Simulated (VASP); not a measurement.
# TiN in VASP: single point with PBE+D3(BJ)

Aim: the single point of TiN with PBE+D3(BJ).

Everything below comes from runs of VASP 6.6.1. Logs are shortened: lines on timing, memory, paths and dates and some standing lists are left out, and cuts for length are marked.

## 1. The cell of the first run

The cell holds a slab with vacuum, 24 atoms: a = 5.948 Å, b = 5.948 Å, c = 24.486 Å, α = 90.00°, β = 90.00°, γ = 90.00°.

## 2. Single point, PBE+D3(BJ)

INCAR reads:

```
SYSTEM = TiN
ALGO = Normal
DIPOL = 0.5 0.5 0.413
EDIFF = 1E-6
ENCUT = 520
GGA = PE
IDIPOL = 3
ISIF = 2
ISMEAR = 0
IVDW = 12
LASPH = .TRUE.
LCHARG = .FALSE.
LDIPOL = .TRUE.
LREAL = Auto
LWAVE = .FALSE.
NBANDS = 120
NELM = 60
PREC = Accurate
SIGMA = 0.1
```

KPOINTS reads:

```
k-points
0
G
  3 3 1
  0 0 0
```

POSCAR reads:

```
TiN
1.0
    5.9476498271      0.0000000000      0.0000000000
    0.0000000000      5.9476498271      0.0000000000
    0.0000000000      0.0000000000     24.4856235249
Ti N
12 12
Direct
    0.2500000000      0.2500000000      0.3267223313
    0.2500000000      0.7500000000      0.3267223313
    0.7500000000      0.2500000000      0.3267223313
    0.7500000000      0.7500000000      0.3267223313
    0.5007205966      0.5007099322      0.4118256292
    0.5002157464     -0.0000139200      0.4122487325
   -0.0000235945      0.5002087953      0.4122478310
   -0.0010246649     -0.0010155829      0.4117669445
    0.7528444057      0.7528429954      0.5099392157
    0.7484200629      0.2534088198      0.5121636361
    0.2534157952      0.7484256516      0.5121689752
    0.2485666975      0.2485635288      0.4928987781
    0.5000000000      0.5000000000      0.3267223313
    0.5000000000      0.0000000000      0.3267223313
    0.0000000000      0.5000000000      0.3267223313
    0.0000000000      0.0000000000      0.3267223313
    0.7492442465      0.7492457704      0.4096334732
    0.7496831455      0.2504716303      0.4095695101
    0.2504731739      0.7496817444      0.4095630560
    0.2499209543      0.2499207578      0.4105640894
    0.0004349698      0.0004257008      0.4952224123
    0.0026667918      0.4988370032      0.4965179069
    0.4988289494      0.0026570353      0.4965173034
    0.5000046358      0.5000123399      0.5001096966
```

Potentials or basis: VASP PAW PBE potentials, release 64 (Ti_sv, N).

On the command line:

```bash
> cat potpaw_PBE.64/Ti_sv/POTCAR potpaw_PBE.64/N/POTCAR > POTCAR
> mpirun -np 1 vasp_std > vasp.out
```

OUTCAR:

```text
SYSTEM = TiN
   EDIFF = 1E-6
   ENCUT = 520
   GGA = PE
   ISIF = 2
   ISMEAR = 0
   IVDW = 12
   LASPH = .TRUE.
   LREAL = Auto
   NELM = 60
   PREC = Accurate
 IVDW          = 12

 ion  position               nearest neighbor table
   1  0.250  0.250  0.327-  20 2.05  14 2.10  15 2.10  16 2.10  13 2.10
   2  0.250  0.750  0.327-  19 2.03  14 2.10  15 2.10  16 2.10  13 2.10
   3  0.750  0.250  0.327-  18 2.03  14 2.10  15 2.10  16 2.10  13 2.10
   4  0.750  0.750  0.327-  17 2.03  14 2.10  15 2.10  16 2.10  13 2.10
   5  0.501  0.501  0.412-  13 2.08  17 2.09  18 2.10  19 2.10  20 2.11  24 2.16  12 2.90
   6  0.500  1.000  0.412-  23 2.06  14 2.09  17 2.10  18 2.10  19 2.10  20 2.10  12 2.89
   7  1.000  0.500  0.412-  22 2.06  15 2.09  17 2.10  19 2.10  18 2.10  20 2.10  12 2.89
   8  0.999  0.999  0.412-  21 2.04  16 2.08  17 2.10  18 2.11  19 2.11  20 2.11  12 2.89
   9  0.753  0.753  0.510-  21 2.11  24 2.14  22 2.14  23 2.14
  10  0.748  0.253  0.512-  24 2.10  22 2.14  23 2.14  21 2.16
  11  0.253  0.748  0.512-  24 2.10  23 2.14  22 2.14  21 2.16
  12  0.249  0.249  0.493-  20 2.02  21 2.09  23 2.09  22 2.09  24 2.12   6 2.89   7 2.89   8 2.89
                             5 2.90
  13  0.500  0.500  0.327-   5 2.08   2 2.10   3 2.10   4 2.10   1 2.10
  14  0.500  0.000  0.327-   6 2.09   2 2.10   3 2.10   4 2.10   1 2.10
  15  0.000  0.500  0.327-   7 2.09   2 2.10   3 2.10   4 2.10   1 2.10
  16  0.000  0.000  0.327-   8 2.08   2 2.10   3 2.10   4 2.10   1 2.10
  17  0.749  0.749  0.410-   4 2.03   5 2.09   8 2.10   6 2.10   7 2.10
  18  0.750  0.250  0.410-   3 2.03   5 2.10   6 2.10   7 2.10   8 2.11
  19  0.250  0.750  0.410-   2 2.03   5 2.10   7 2.10   6 2.10   8 2.11
  20  0.250  0.250  0.411-  12 2.02   1 2.05   6 2.10   7 2.10   5 2.11   8 2.11
  21  0.000  0.000  0.495-   8 2.04  12 2.09   9 2.11  11 2.16  10 2.16
  22  0.003  0.499  0.497-   7 2.06  12 2.09  10 2.14  11 2.14   9 2.14
  23  0.499  0.003  0.497-   6 2.06  12 2.09  11 2.14  10 2.14   9 2.14
  24  0.500  0.500  0.500-  11 2.10  10 2.10  12 2.12   9 2.14   5 2.16

  LATTYP: Found a simple tetragonal cell.
 ALAT       =     5.9476498271
 C/A-ratio  =     4.1168569497

  Lattice vectors:

 A1 = (   5.9476498271,   0.0000000000,   0.0000000000)
 A2 = (   0.0000000000,   5.9476498271,   0.0000000000)
 A3 = (   0.0000000000,   0.0000000000,  24.4856235249)

Analysis of symmetry for initial positions (statically):
=====================================================================
 Subroutine PRICEL returns:
 Original cell was already a primitive cell.

 Routine SETGRP: Setting up the symmetry group for a
 simple tetragonal supercell.

 Subroutine GETGRP returns: Found  1 space group operations
 (whereof  1 operations were pure point group operations)
 out of a pool of 16 trial point group operations.

The static configuration has the point symmetry C_1 .

Analysis of symmetry for dynamics (positions and initial velocities):
=====================================================================
 Subroutine PRICEL returns:
 Original cell was already a primitive cell.

 Routine SETGRP: Setting up the symmetry group for a
 simple tetragonal supercell.

 Subroutine GETGRP returns: Found  1 space group operations
 (whereof  1 operations were pure point group operations)
 out of a pool of 16 trial point group operations.

The dynamic configuration has the point symmetry C_1 .

 Subroutine INISYM returns: Found  1 space group operations
 (whereof  1 operations are pure point group operations),
 and found     1 'primitive' translations

----------------------------------------------------------------------------------------

                                     Primitive cell

  volume of cell :     866.1676

  direct lattice vectors                    reciprocal lattice vectors
     5.947649827  0.000000000  0.000000000     0.168133637  0.000000000  0.000000000
     0.000000000  5.947649827  0.000000000     0.000000000  0.168133637  0.000000000
     0.000000000  0.000000000 24.485623525     0.000000000  0.000000000  0.040840291

  length of vectors
     5.947649827  5.947649827 24.485623525     0.168133637  0.168133637  0.040840291

  position of ions in fractional coordinates (direct lattice)
     0.250000000  0.250000000  0.326722331
     0.250000000  0.750000000  0.326722331
     0.750000000  0.250000000  0.326722331
     0.750000000  0.750000000  0.326722331
     0.500720597  0.500709932  0.411825629
     0.500215746  0.999986080  0.412248732
[... 16 lines left out ...]
     0.498828949  0.002657035  0.496517303
     0.500004636  0.500012340  0.500109697

  ion indices of the primitive-cell ions
   primitive index   ion index
                 1           1
                 2           2
                 3           3
                 4           4
                 5           5
                 6           6
[... 16 lines left out ...]
                23          23
                24          24

----------------------------------------------------------------------------------------

 KPOINTS: k-points

Automatic generation of k-mesh.
 Grid dimensions read from file:
 generate k-points for:    3    3    1

 Generating k-lattice:

  Cartesian coordinates                     Fractional coordinates (reciprocal lattice)
     0.056044546  0.000000000  0.000000000     0.333333333  0.000000000  0.000000000
     0.000000000  0.056044546  0.000000000     0.000000000  0.333333333  0.000000000
     0.000000000  0.000000000  0.040840291     0.000000000  0.000000000  1.000000000

  Length of vectors
     0.056044546  0.056044546  0.040840291

  Shift w.r.t. Gamma in fractional coordinates (k-lattice)
     0.000000000  0.000000000  0.000000000

 Subroutine IBZKPT returns following result:
 ===========================================

 Found      5 irreducible k-points:

 Following reciprocal coordinates:
            Coordinates               Weight
  0.000000  0.000000  0.000000      1.000000
  0.333333  0.000000  0.000000      2.000000
  0.000000  0.333333  0.000000      2.000000
  0.333333  0.333333  0.000000      2.000000
 -0.333333  0.333333  0.000000      2.000000
   k-points           NKPTS =      5   k-points in BZ     NKDIM =      5   number of bands    NBANDS=    120
   number of dos      NEDOS =    301   number of ions     NIONS =     24
   total plane-waves  NPLWV = 442368
   dimension x,y,z NGX =    48 NGY =   48 NGZ =  192
   dimension x,y,z NGXF=    96 NGYF=   96 NGZF=  384
   ions per type =              12  12
   NGX,Y,Z   is equivalent  to a cutoff of  13.42, 13.42, 13.04 a.u.
   NGXF,Y,Z  is equivalent  to a cutoff of  26.83, 26.83, 26.07 a.u.
 SYSTEM =  TiN
   PREC   = accura    normal or accurate (medium, high low for compatibility)
   ISTART =      0    job   : 0-new  1-cont  2-samecut
   ICHARG =      2    charge: 1-file 2-atom 10-const
   ISPIN  =      1    spin polarized calculation?
   LNONCOLLINEAR =      F non collinear calculations
   LSORBIT =      F    spin-orbit coupling
   LASPH  =      T    aspherical Exc in radial PAW
   ENCUT  =  520.0 eV  38.22 Ry    6.18 a.u.  11.06 11.06 45.53*2*pi/ulx,y,z
   NELM   =     60;   NELMIN=  2; NELMDL= -5     # of ELM steps
   EDIFF  = 0.1E-05   stopping-criterion for ELM
   LREAL  =      T    real-space projection
   EDIFFG = 0.1E-04   stopping-criterion for IOM
   NSW    =      0    number of steps for IOM
   IBRION =     -1    ionic relax: 0-MD 1-quasi-New 2-CG
   NFREE  =      0    steps in history (QN), initial steepest desc. (CG)
   ISIF   =      2    stress and relaxation
   ISYM   =      2    0-nonsym 1-usesym 2-fastsym
   POTIM  = 0.5000    time-step for ionic-motion
   TEBEG  =    0.0;   TEEND  =   0.0 temperature during run
   PSTRESS=    0.0 pullay stress
   NELECT =     204.0000    total number of electrons
   NUPDOWN=      -1.0000    fix difference up-down
   EMIN   =  10.00;   EMAX   =-10.00  energy-range for DOS
   EFERMI =   0.00;   METHOD = LEGACY
   ISMEAR =     0;   SIGMA  =   0.10  broadening in eV -4-tet -1-fermi 0-gaus
   EFERMI_NEDOS =   21; number of points for ismear=-14 and -15
   IALGO  =     38    algorithm
   IMIX   =      4    mixing-type and parameters
     AMIX     =   0.40;   BMIX     =  1.00
     AMIX_MAG =   1.60;   BMIX_MAG =  1.00
  volume/ion in A,a.u.               =      36.09       243.55
  Fermi-wavevector in a.u.,A,eV,Ry     =   1.010999  1.910512 13.906784  1.022120
  Thomas-Fermi vector in A             =   2.144023
   LORBIT       =      0    0 simple, 1 ext, 2 COOP (PROOUT), +10 PAW based schemes
   GGA     = PE    functional components
   LHFCALC =     F    Hartree Fock is set to
   AEXX    =    0.0000 exact exchange contribution
   IVDW    =    12    specifies the selected vdW correction
   LEPSILON=     F    determine dielectric tensor
   LRPA    =     F    only Hartree local field effects (RPA)
 non-spin polarized calculation
 Gauss-broadening in eV      SIGMA  =   0.10
  energy-cutoff  :      520.00
  volume of cell :      866.17
 maximum number of plane-waves:     23363
 NGX is ok and might be reduce to    48
   NGX = 23   NGY = 23   NGZ = 91

 dipolmoment           0.000000      0.000000     -0.029125 electrons x Angstroem

 number of electron     203.9999956 magnetization

 dipolmoment           0.000000      0.000000      0.190770 electrons x Angstroem

 Free energy of the ion-electron system (eV)
  ---------------------------------------------------
  ext. energy  EPLUGINS =         0.00000000
  ---------------------------------------------------
  free energy    TOTEN  =      -226.66293649 eV

  energy without entropy =     -226.61341740  energy(sigma->0) =     -226.63817695

 E-fermi :   0.7501     XC(G=0):  -4.3418

 val. band max:        0.6726285260   @ k =  -0.3333   0.3333   0.0000
 cond. band min:       0.8068991035   @ k =   0.3333   0.0000   0.0000
 fundamental gap:      0.1342705775
 Fermi energy:         0.7501372049

 k-point     1 :       0.0000    0.0000    0.0000
  band No.  band energies     occupation
      1     -57.3076      2.00000
      2     -57.3027      2.00000
      3     -57.1146      2.00000
      4     -57.0956      2.00000
      5     -57.0614      2.00000
      6     -57.0269      2.00000
[... 106 lines left out ...]
    113       1.7083      0.00000
    114       1.8241      0.00000

 k-point     2 :       0.3333    0.0000    0.0000
  band No.  band energies     occupation
      1     -57.3058      2.00000
      2     -57.3032      2.00000
      3     -57.1157      2.00000
      4     -57.0880      2.00000
      5     -57.0630      2.00000
      6     -57.0259      2.00000
[... 106 lines left out ...]
    113       1.5473      0.00000
    114       1.7019      0.00000

 k-point     3 :       0.0000    0.3333    0.0000
  band No.  band energies     occupation
      1     -57.3058      2.00000
      2     -57.3032      2.00000
      3     -57.1157      2.00000
      4     -57.0880      2.00000
      5     -57.0630      2.00000
      6     -57.0259      2.00000
[... 106 lines left out ...]
    113       1.5473      0.00000
    114       1.7019      0.00000

 k-point     4 :       0.3333    0.3333    0.0000
  band No.  band energies     occupation
      1     -57.3044      2.00000
      2     -57.3031      2.00000
      3     -57.1168      2.00000
      4     -57.0821      2.00000
      5     -57.0588      2.00000
      6     -57.0289      2.00000
[... 106 lines left out ...]
    113       1.8013      0.00000
    114       1.8406      0.00000

 k-point     5 :      -0.3333    0.3333    0.0000
  band No.  band energies     occupation
      1     -57.3044      2.00000
      2     -57.3031      2.00000
      3     -57.1168      2.00000
      4     -57.0821      2.00000
      5     -57.0588      2.00000
      6     -57.0289      2.00000
[... 106 lines left out ...]
    113       1.8047      0.00000
    114       1.8307      0.00000
 [bands above 114 left out]

------------------------ aborting loop because EDIFF is reached ----------------------------------------

 vacuum level on the upper side and lower side of the slab       (xc-potential included)         0.358        -0.599

 Edisp (eV)   -7.41877

 E8    (eV) :    -3.2547

  FORCE on cell =-STRESS in cart. coord.  units (eV):
  Direction    XX          YY          ZZ          XY          YZ          ZX
  --------------------------------------------------------------------------------------
  -------------------------------------------------------------------------------------
  Total     -21.98061   -21.98102    -7.11210    -0.17281    -0.11382    -0.11380
  in kB     -40.65822   -40.65899   -13.15547    -0.31966    -0.21054    -0.21050
  external pressure =      -31.49 kB  Pullay stress =        0.00 kB

 VOLUME and BASIS-vectors are now :
 -----------------------------------------------------------------------------
  energy-cutoff  :      520.00
  volume of cell :      866.17
      direct lattice vectors                 reciprocal lattice vectors
     5.947649827  0.000000000  0.000000000     0.168133637  0.000000000  0.000000000
     0.000000000  5.947649827  0.000000000     0.000000000  0.168133637  0.000000000
     0.000000000  0.000000000 24.485623525     0.000000000  0.000000000  0.040840291

 POSITION                                       TOTAL-FORCE (eV/Angst)
 -----------------------------------------------------------------------------------
      1.48691      1.48691      8.00000        -0.008689     -0.008691      1.715580
      1.48691      4.46074      8.00000         0.014097     -0.002855      1.243510
      4.46074      1.48691      8.00000        -0.002860      0.014026      1.244043
      4.46074      4.46074      8.00000         0.002651      0.002698      1.273363
      2.97811      2.97805     10.08381         0.113756      0.114361      0.423575
      2.97511      5.94757     10.09417         0.137984     -0.145431      0.072724
[... 16 lines left out ...]
      2.96686      0.01580     12.15754         0.292675     -0.343164      1.952269
      2.97385      2.97390     12.24550         0.182790      0.182506      1.293332
 -----------------------------------------------------------------------------------
    total drift:                               -0.011457     -0.011322     -0.053776

  FREE ENERGIE OF THE ION-ELECTRON SYSTEM (eV)
  ---------------------------------------------------
  free  energy   TOTEN  =      -234.0817103190 eV

  energy  without entropy=     -234.0321912259  energy(sigma->0) =     -234.05695077

 vacuum level on the upper side and lower side of the slab         4.305         3.329
```

Run time: 30 min. Hardware: 1 thread of Intel Xeon Platinum 8488C (Sapphire Rapids), shared host; peak memory 1 GiB.

Results:

```
Free energy                : -234.0817 eV
Largest force              : 2.859 eV/Å
Band gap on the k mesh     : 0.13 eV (least direct gap 0.15 eV)
Dispersion energy per atom : -0.309 eV
```

Forces on the atoms (eV/Å):
```
Ti  -0.009 -0.009  1.716
Ti   0.014 -0.003  1.244
Ti  -0.003  0.014  1.244
Ti   0.003  0.003  1.273
Ti   0.114  0.114  0.424
Ti   0.138 -0.145  0.073
Ti  -0.145  0.138  0.073
Ti  -0.107 -0.108  0.164
Ti  -0.121 -0.121 -2.854
Ti  -0.017 -0.031 -2.765
Ti  -0.031 -0.017 -2.765
Ti   0.130  0.131 -0.557
N    0.037  0.037 -1.274
N    0.036 -0.046 -1.293
N   -0.046  0.036 -1.293
N   -0.050 -0.050 -1.397
N    0.046  0.046  0.287
N    0.021 -0.004  0.178
N   -0.004  0.021  0.178
N    0.010  0.010  0.004
N   -0.148 -0.148  2.142
N   -0.343  0.293  1.952
N    0.293 -0.343  1.952
N    0.183  0.183  1.293
```
